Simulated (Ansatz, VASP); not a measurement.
## In: VASP beside Ansatz

```xyz
1
Lattice="-1.9578 1.9578 1.8072 1.9578 -1.9578 1.8072 1.9578 1.9578 -1.8072" Properties=species:S:1:pos:R:3 pbc="T T T"
In    0.0000    0.0000    0.0000
```

Change from the starting cell: strain +0.040 along x and y, -0.040 along z, atoms carried along.

Alike in both runs: task single point; functional PBE; k mesh 18 × 18 × 18; occupations gaussian, width 0.15 eV; no spin polarisation.

|  | VASP | Ansatz |
| --- | --- | --- |
| version | VASP 6.6.1 | Ansatz 0.2.0 |
| potentials or method | VASP PAW PBE potentials, release 64 (In_d), cutoff 520 eV | scalar-relativistic, plane waves, PAW |
| valence electrons in the cell | 13 | 13 |

|  | VASP | Ansatz | Ansatz less VASP |
| --- | --- | --- | --- |
| gap on the k mesh at the Fermi level (eV) | none | none | - |
| pressure (GPa) | 0.0 | 0.0 | +0.04 |

A gap of «none» marks a metal or a gap that the smearing closes.
